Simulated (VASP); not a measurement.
La, 1 atom in the cell. It takes space group Im-3m (No. 229, cubic). Conventional cell: a = 4.048 Å, b = 4.048 Å, c = 4.048 Å, α = 90.00°, β = 90.00°, γ = 90.00°. Within 4.6 Å of La (site symmetry m-3m) lie 14 La at 3.51 to 4.05 Å. This isn't the form of La at room conditions, which is double hcp.

- Program: VASP 6.6.1
- Task: single point
- Functional: LDA
- Potentials or basis: VASP PAW LDA potentials, release 64 (La)
- Cutoff: 520 eV
- k mesh: 14 × 14 × 14
- Occupations: fermi-dirac, width 0.08 eV
- Spin: no spin polarisation
- Dipole correction: no
- Further INCAR settings: ALGO = Normal; EDIFF = 1e-07; NBANDS = 12

Potentials or basis: VASP PAW LDA potentials, release 64 (La).

Run with:

```bash
$ cat potpaw_LDA.64/La/POTCAR > POTCAR
$ mpirun -np 1 vasp_std > vasp.out
```

Hardware: 1 thread of Intel(R) Xeon(R) 6975P-C (Granite Rapids), on a shared host.

How long does it take, and how much memory?

It took 22 s on 1 thread of Intel(R) Xeon(R) 6975P-C (Granite Rapids), with other jobs on the host, peak memory 0.18 GiB. Counts: scf iterations 12, k points 104.
